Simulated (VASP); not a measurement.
# Ta (Pm-3m) in VASP: a series of runs

Runs on Ta. Level: PBE. Tasks: single point.

Program: VASP 6.6.1. These are calculated values, not measurements. Logs are shortened: lines on timing, memory, paths and dates and some standing lists are left out, and cuts for length are marked.

## (1) The cell of the first run

Symmetry: Pm-3m, No. 221, cubic system. The conventional cell has a = 2.103 Å, b = 2.103 Å, c = 2.103 Å, α = 90.00°, β = 90.00°, γ = 90.00°. Within 2.8 Å of Ta (site symmetry m-3m) lie 6 Ta at 2.10 Å.

## (2) Single point, PBE (volume scaled by 0.45)

File INCAR:

```
  ALGO = Normal
  EDIFF = 1E-7
  ENCUT = 520
  GGA = PE
  ISIF = 2
  ISMEAR = -1
  LASPH = T
  LCHARG = F
  LREAL = F
  LWAVE = F
  NBANDS = 12
  NELM = 100
  PREC = Accurate
  SIGMA = 0.08
```

File KPOINTS:

```
k-points
0
Gamma
  14 14 14
```

File POSCAR:

```
Ta
1.0
    2.1034595769      0.0000000000      0.0000000000
    0.0000000000      2.1034595769      0.0000000000
    0.0000000000      0.0000000000      2.1034595769
Ta
1
Direct
    0.0000000000      0.0000000000      0.0000000000
```

Potentials or basis: VASP PAW PBE potentials, release 64 (Ta_pv).

The run is started by

```sh
cat potpaw_PBE.64/Ta_pv/POTCAR > POTCAR
mpirun -np 1 vasp_std > vasp.out
```

OUTCAR:

```text
EDIFF = 1E-7
   ENCUT = 520
   GGA = PE
   ISIF = 2
   ISMEAR = -1
   LASPH = T
   LREAL = F
   NELM = 100
   PREC = Accurate

 ion  position               nearest neighbor table
   1  0.000  0.000  0.000-

  LATTYP: Found a simple cubic cell.
 ALAT       =     2.1034595769

  Lattice vectors:

 A1 = (   2.1034595769,   0.0000000000,   0.0000000000)
 A2 = (   0.0000000000,   2.1034595769,   0.0000000000)
 A3 = (   0.0000000000,   0.0000000000,   2.1034595769)

Analysis of symmetry for initial positions (statically):
=====================================================================
 Subroutine PRICEL returns:
 Original cell was already a primitive cell.

 Routine SETGRP: Setting up the symmetry group for a
 simple cubic supercell.

 Subroutine GETGRP returns: Found 48 space group operations
 (whereof 48 operations were pure point group operations)
 out of a pool of 48 trial point group operations.

The static configuration has the point symmetry O_h .

Analysis of symmetry for dynamics (positions and initial velocities):
=====================================================================
 Subroutine PRICEL returns:
 Original cell was already a primitive cell.

 Routine SETGRP: Setting up the symmetry group for a
 simple cubic supercell.

 Subroutine GETGRP returns: Found 48 space group operations
 (whereof 48 operations were pure point group operations)
 out of a pool of 48 trial point group operations.

The dynamic configuration has the point symmetry O_h .

 Subroutine INISYM returns: Found 48 space group operations
 (whereof 48 operations are pure point group operations),
 and found     1 'primitive' translations

----------------------------------------------------------------------------------------

                                     Primitive cell

  volume of cell :       9.3068

  direct lattice vectors                    reciprocal lattice vectors
     2.103459577  0.000000000  0.000000000     0.475407282  0.000000000  0.000000000
     0.000000000  2.103459577  0.000000000     0.000000000  0.475407282  0.000000000
     0.000000000  0.000000000  2.103459577     0.000000000  0.000000000  0.475407282

  length of vectors
     2.103459577  2.103459577  2.103459577     0.475407282  0.475407282  0.475407282

  position of ions in fractional coordinates (direct lattice)
     0.000000000  0.000000000  0.000000000

  ion indices of the primitive-cell ions
   primitive index   ion index
                 1           1

----------------------------------------------------------------------------------------

 KPOINTS: k-points

Automatic generation of k-mesh.
 Grid dimensions read from file:
 generate k-points for:   14   14   14

 Generating k-lattice:

  Cartesian coordinates                     Fractional coordinates (reciprocal lattice)
     0.033957663  0.000000000  0.000000000     0.071428571  0.000000000  0.000000000
     0.000000000  0.033957663  0.000000000     0.000000000  0.071428571  0.000000000
     0.000000000  0.000000000  0.033957663     0.000000000  0.000000000  0.071428571

  Length of vectors
     0.033957663  0.033957663  0.033957663

  Shift w.r.t. Gamma in fractional coordinates (k-lattice)
     0.000000000  0.000000000  0.000000000

 Subroutine IBZKPT returns following result:
 ===========================================

 Found    120 irreducible k-points:

 Following reciprocal coordinates:
            Coordinates               Weight
  0.000000  0.000000  0.000000      1.000000
  0.071429  0.000000  0.000000      6.000000
  0.142857  0.000000  0.000000      6.000000
  0.214286  0.000000  0.000000      6.000000
  0.285714  0.000000  0.000000      6.000000
  0.357143  0.000000  0.000000      6.000000
[... 16 lines left out ...]
  0.285714  0.214286  0.000000     24.000000
  0.357143  0.214286  0.000000     24.000000
 [... further k-points ...]
   k-points           NKPTS =    120   k-points in BZ     NKDIM =    120   number of bands    NBANDS=     12
   number of dos      NEDOS =    301   number of ions     NIONS =      1
   total plane-waves  NPLWV =   4096
   dimension x,y,z NGX =    16 NGY =   16 NGZ =   16
   dimension x,y,z NGXF=    32 NGYF=   32 NGZF=   32
   ions per type =               1
   NGX,Y,Z   is equivalent  to a cutoff of  12.65, 12.65, 12.65 a.u.
   NGXF,Y,Z  is equivalent  to a cutoff of  25.29, 25.29, 25.29 a.u.
 SYSTEM =  unknown system
   PREC   = accura    normal or accurate (medium, high low for compatibility)
   ISTART =      0    job   : 0-new  1-cont  2-samecut
   ICHARG =      2    charge: 1-file 2-atom 10-const
   ISPIN  =      1    spin polarized calculation?
   LNONCOLLINEAR =      F non collinear calculations
   LSORBIT =      F    spin-orbit coupling
   LASPH  =      T    aspherical Exc in radial PAW
   ENCUT  =  520.0 eV  38.22 Ry    6.18 a.u.   3.91  3.91  3.91*2*pi/ulx,y,z
   NELM   =    100;   NELMIN=  2; NELMDL= -5     # of ELM steps
   EDIFF  = 0.1E-06   stopping-criterion for ELM
   LREAL  =      F    real-space projection
   EDIFFG = 0.1E-05   stopping-criterion for IOM
   NSW    =      0    number of steps for IOM
   IBRION =     -1    ionic relax: 0-MD 1-quasi-New 2-CG
   NFREE  =      0    steps in history (QN), initial steepest desc. (CG)
   ISIF   =      2    stress and relaxation
   ISYM   =      2    0-nonsym 1-usesym 2-fastsym
   POTIM  = 0.5000    time-step for ionic-motion
   TEBEG  =    0.0;   TEEND  =   0.0 temperature during run
   PSTRESS=    0.0 pullay stress
   NELECT =      11.0000    total number of electrons
   NUPDOWN=      -1.0000    fix difference up-down
   EMIN   =  10.00;   EMAX   =-10.00  energy-range for DOS
   EFERMI =   0.00;   METHOD = LEGACY
   ISMEAR =    -1;   SIGMA  =   0.08  broadening in eV -4-tet -1-fermi 0-gaus
   EFERMI_NEDOS =   21; number of points for ismear=-14 and -15
   IALGO  =     38    algorithm
   IMIX   =      4    mixing-type and parameters
     AMIX     =   0.40;   BMIX     =  1.00
     AMIX_MAG =   1.60;   BMIX_MAG =  1.00
  volume/ion in A,a.u.               =       9.31        62.81
  Fermi-wavevector in a.u.,A,eV,Ry     =   1.730898  3.270924 40.763177  2.996009
  Thomas-Fermi vector in A             =   2.805367
   LORBIT       =      0    0 simple, 1 ext, 2 COOP (PROOUT), +10 PAW based schemes
   GGA     = PE    functional components
   LHFCALC =     F    Hartree Fock is set to
   AEXX    =    0.0000 exact exchange contribution
   IVDW    =     0    specifies the selected vdW correction
   LEPSILON=     F    determine dielectric tensor
   LRPA    =     F    only Hartree local field effects (RPA)
 non-spin polarized calculation
  energy-cutoff  :      520.00
  volume of cell :        9.31
 maximum number of plane-waves:       280
 NGX is ok and might be reduce to    16
   NGX =  7   NGY =  7   NGZ =  7

 number of electron      10.9999998 magnetization

 Free energy of the ion-electron system (eV)
  ---------------------------------------------------
  ext. energy  EPLUGINS =         0.00000000
  ---------------------------------------------------
  free energy    TOTEN  =        -0.44680177 eV

  energy without entropy =       -0.43232003  energy(sigma->0) =       -0.43956090

 E-fermi :  13.0602     XC(G=0): -16.2988

 val. band max:       13.0527585719   @ k =   0.5000   0.2857   0.2143
 cond. band min:      13.0731122921   @ k =   0.2143   0.2143   0.0000
 fundamental gap:      0.0203537202
 Fermi energy:        13.0602495971

 k-point     1 :       0.0000    0.0000    0.0000
  band No.  band energies     occupation
      1     -18.4478      2.00000
      2     -18.4478      2.00000
      3     -18.4478      2.00000
      4       3.5701      2.00000
      5       4.8274      2.00000
      6       4.8274      2.00000
      7      26.8484      0.00000
      8      26.8484      0.00000
      9      26.8484      0.00000
     10      28.4318      0.00000
     11      38.1244      0.00000
     12      38.1244      0.00000

 k-point     2 :       0.0714    0.0000    0.0000
  band No.  band energies     occupation
      1     -19.0926      2.00000
      2     -18.3995      2.00000
      3     -18.3995      2.00000
      4       3.9158      2.00000
      5       4.9323      2.00000
      6       5.6226      2.00000
      7      25.8045      0.00000
      8      25.8045      0.00000
      9      26.9161      0.00000
     10      28.4182      0.00000
     11      36.6136      0.00000
     12      39.1070      0.00000

 k-point     3 :       0.1429    0.0000    0.0000
  band No.  band energies     occupation
      1     -20.6951      2.00000
      2     -18.2618      2.00000
      3     -18.2618      2.00000
      4       4.5119      2.00000
      5       5.2354      2.00000
      6       8.0574      2.00000
      7      23.5283      0.00000
      8      23.5283      0.00000
      9      27.1092      0.00000
     10      28.3795      0.00000
     11      33.8254      0.00000
     12      40.9587      0.00000
[... 286 lines left out ...]
 k-point    23 :       0.2857    0.2143    0.0000
  band No.  band energies     occupation
      1     -23.9745      2.00000
      2     -21.8213      2.00000
      3     -17.4477      2.00000
      4       7.1284      2.00000
      5       9.1286      2.00000
      6      14.6116      0.00000
      7      18.4581      0.00000
      8      19.5402      0.00000
      9      22.4965      0.00000
     10      28.2003      0.00000
     11      32.2612      0.00000
     12      36.7224      0.00000

 k-point    24 :       0.3571    0.2143    0.0000
  band No.  band energies     occupation
      1     -25.4263      2.00000
      2     -21.5322      2.00000
      3     -17.2332      2.00000
      4       7.3099      2.00000
      5       8.5131      2.00000
      6      15.0569      0.00000
      7      17.9258      0.00000
      8      20.8078      0.00000
      9      22.8644      0.00000
     10      28.1645      0.00000
     11      32.0836      0.00000
     12      38.0903      0.00000

 [... further k-points ...]
[... 5 lines left out ...]
  --------------------------------------------------------------------------------------
  -------------------------------------------------------------------------------------
  Total       33.7725954     33.7725954     33.7725954      0.0000000      0.0000000     -0.0000000
  in kB     5813.9662763   5813.9662763   5813.9662763      0.0000000      0.0000000     -0.0000000
  external PRESSURE =    5813.9662763 kB  Pullay stress =       0.0000000 kB

 VOLUME and BASIS-vectors are now :
 -----------------------------------------------------------------------------
  energy-cutoff  :      520.00
  volume of cell :        9.31
      direct lattice vectors                 reciprocal lattice vectors
     2.103459577  0.000000000  0.000000000     0.475407282  0.000000000  0.000000000
     0.000000000  2.103459577  0.000000000     0.000000000  0.475407282  0.000000000
     0.000000000  0.000000000  2.103459577     0.000000000  0.000000000  0.475407282

 POSITION                                       TOTAL-FORCE (eV/Angst)
 -----------------------------------------------------------------------------------
      0.00000      0.00000      0.00000         0.000000      0.000000      0.000000
 -----------------------------------------------------------------------------------
    total drift:                                0.000000     -0.000000      0.000000

  FREE ENERGIE OF THE ION-ELECTRON SYSTEM (eV)
  ---------------------------------------------------
  free  energy   TOTEN  =        -0.4468017716 eV

  energy  without entropy=       -0.4323200312  energy(sigma->0) =       -0.43956090
```

Run time: 5.3 s. Hardware: 1 thread of AMD EPYC 9R45 (Zen 5), shared host; peak memory 0.09 GiB.

What came out:

- Free energy: -0.4468 eV
- Pressure: 581.4 GPa

Caveat: spin-orbit coupling is left out, which moves the levels of the heavy elements.

## (3) Single point, PBE (volume scaled by 0.45)

File INCAR:

```
SYSTEM = Ta
ALGO = Normal
EDIFF = 1E-6
ENCUT = 520
GGA = PE
ISIF = 2
ISMEAR = -1
LASPH = .True.
LCHARG = .True.
LELF = .True.
LREAL = .False.
LVHAR = .True.
LWAVE = .False.
NBANDS = 12
NELM = 100
PREC = Accurate
SIGMA = 0.08
```

File KPOINTS:

```
k-points
0
Gamma
  14 14 14
  0 0 0
```

POSCAR is that of step 2.

Potentials or basis: VASP PAW PBE potentials, release 64 (Ta_pv).

The run is started by

```sh
cat potpaw_PBE.64/Ta_pv/POTCAR > POTCAR
mpirun -np 1 vasp_std > vasp.out
```

OUTCAR:

```text
SYSTEM = Ta
   EDIFF = 1E-6
   ENCUT = 520
   GGA = PE
   ISIF = 2
   ISMEAR = -1
   LASPH = .True.
   LREAL = .False.
   NELM = 100
   PREC = Accurate

 ion  position               nearest neighbor table
   1  0.000  0.000  0.000-

  LATTYP: Found a simple cubic cell.
 ALAT       =     2.1034595769

  Lattice vectors:

 A1 = (   2.1034595769,   0.0000000000,   0.0000000000)
 A2 = (   0.0000000000,   2.1034595769,   0.0000000000)
 A3 = (   0.0000000000,   0.0000000000,   2.1034595769)

[... 529 lines left out ...]
      4       7.3098      2.00000
      5       8.5131      2.00000
      6      15.0569      0.00000
      7      17.9258      0.00000
      8      20.8077      0.00000
      9      22.8643      0.00000
     10      28.1645      0.00000
     11      32.0836      0.00000
     12      38.0903      0.00000

 [... further k-points ...]
[... 5 lines left out ...]
  --------------------------------------------------------------------------------------
  -------------------------------------------------------------------------------------
  Total       33.7734155     33.7734155     33.7734155      0.0000000      0.0000000      0.0000000
  in kB     5814.1074563   5814.1074563   5814.1074563      0.0000000      0.0000000      0.0000000
  external PRESSURE =    5814.1074563 kB  Pullay stress =       0.0000000 kB

 VOLUME and BASIS-vectors are now :
 -----------------------------------------------------------------------------
  energy-cutoff  :      520.00
  volume of cell :        9.31
      direct lattice vectors                 reciprocal lattice vectors
     2.103459577  0.000000000  0.000000000     0.475407282  0.000000000  0.000000000
     0.000000000  2.103459577  0.000000000     0.000000000  0.475407282  0.000000000
     0.000000000  0.000000000  2.103459577     0.000000000  0.000000000  0.475407282

 POSITION                                       TOTAL-FORCE (eV/Angst)
 -----------------------------------------------------------------------------------
      0.00000      0.00000      0.00000         0.000000      0.000000      0.000000
 -----------------------------------------------------------------------------------
    total drift:                                0.000000      0.000000      0.000000

  FREE ENERGIE OF THE ION-ELECTRON SYSTEM (eV)
  ---------------------------------------------------
  free  energy   TOTEN  =        -0.4468016968 eV

  energy  without entropy=       -0.4323199506  energy(sigma->0) =       -0.43956082
```

OSZICAR:

```text
N       E                     dE             d eps       ncg     rms          rms(c)
DAV:   1     0.715667241402E+02    0.71567E+02   -0.62494E+03  2928   0.988E+02
DAV:   2    -0.371076085830E-01   -0.71604E+02   -0.69077E+02  3168   0.276E+02
DAV:   3    -0.860510954832E+00   -0.82340E+00   -0.82065E+00  3196   0.265E+01
DAV:   4    -0.861202600990E+00   -0.69165E-03   -0.69163E-03  3056   0.842E-01
DAV:   5    -0.861203171321E+00   -0.57033E-06   -0.57027E-06  3160   0.231E-02    0.461E+01
DAV:   6    -0.584290424995E+00    0.27691E+00   -0.21934E-02  2888   0.128E+00    0.271E+01
DAV:   7    -0.446475095797E+00    0.13782E+00   -0.43506E-02  2936   0.171E+00    0.240E-01
DAV:   8    -0.446747191262E+00   -0.27210E-03   -0.48581E-04  2996   0.227E-01    0.104E-01
DAV:   9    -0.446805335817E+00   -0.58145E-04   -0.42229E-05  3200   0.652E-02    0.291E-02
DAV:  10    -0.446801387465E+00    0.39484E-05   -0.16253E-06  2512   0.163E-02    0.148E-02
DAV:  11    -0.446801696846E+00   -0.30938E-06   -0.40578E-08  1480   0.220E-03
   1 F= -.44680170E+00 E0= -.43956082E+00  d E =-.144817E-01
```

stdout:

```text
POSCAR found type information on POSCAR Ta
 POSCAR found :  1 types and       1 ions
 scaLAPACK will be used
 LDA part: xc-table for (Slater+PW92), standard interpolation
 POSCAR, INCAR and KPOINTS ok, starting setup
 FFT: planning ... GRIDC
 FFT: planning ... GRID_SOFT
 FFT: planning ... GRID
 WAVECAR not read
 entering main loop
```

Wall time 5.4 s (1 thread of AMD EPYC 9R45 (Zen 5), shared host); peak memory 0.09 GiB.

Results:

| Quantity | Value |
| --- | --- |
| Free energy | -0.4468 eV |
| Pressure | 581.4 GPa |

Caveat: spin-orbit coupling is left out, which moves the levels of the heavy elements.

[end of part 1 of 2]
